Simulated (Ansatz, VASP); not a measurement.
**Two plane-wave programs on AlIn**

```xyz
2
Lattice="4.3303 0.0000 0.0000 -2.1651 3.7501 0.0000 0.0000 0.0000 5.5603" Properties=species:S:1:pos:R:3 pbc="T T T"
Al    0.0000    0.0000    2.7801
In    2.1651    1.2500    2.7801
```

Alike in both runs: task single point; functional PBE; k mesh 6 × 6 × 4; occupations gaussian, width 0.1 eV; no spin polarisation.

|  | VASP | Ansatz |
| --- | --- | --- |
| version | VASP 6.6.1 | Ansatz 0.2.0 |
| potentials or method | VASP PAW PBE potentials, release 64 (Al, In_d), cutoff 520 eV | scalar-relativistic, plane waves, PAW |
| valence electrons in the cell | 16 | 16 |

|  | VASP | Ansatz | Ansatz less VASP |
| --- | --- | --- | --- |
| gap on the k mesh at the Fermi level (eV) | none | none | - |
| pressure (GPa) | 5.4 | 5.5 | +0.06 |
| traceless stress, the component that is largest in VASP (GPa) | -5.98 | -6.02 | -0.038 |

A gap of «none» marks a metal or a gap that the smearing closes.
